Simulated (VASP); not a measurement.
Runs of VASP 6.6.1 on AlN. The structure is that of space group R-3m (No. 166), or close to it. The cells are those of the table. 

```csv
cell,gap on the mesh (eV),pressure (GPa)
"a = 3.079 Å, angles 52.2°, 2 atoms",(a),3.4
"a = 2.956 Å, angles 56.6°, 2 atoms",(b),0.5
"a = 3.305 Å, angles 45.7°, 2 atoms",none,17.7
"a = 3.955 Å, angles 33.6°, 2 atoms",none,64.6
"a = 2.583 Å, angles 82.7°, 2 atoms",none,10.7
"a = 3.624 Å, angles 38.9°, 2 atoms",none,43.6
"a = 2.639 Å, angles 75.3°, 2 atoms",none,6.3
"a = 2.742 Å, angles 67.3°, 2 atoms",1.94,1.8
```

Alike in all rows: task single point; level PBE; potentials or basis VASP PAW PBE potentials, release 64 (Al, N); no spin polarisation; k mesh 10 × 10 × 10; cutoff (eV) 520; smearing gaussian 0.05 eV.

Task: Fill in the values left out.

Result: (a) 1.82; (b) 3.53.

A k mesh can miss the band edges.

A gap of «none» marks levels without a gap at the run's occupations.
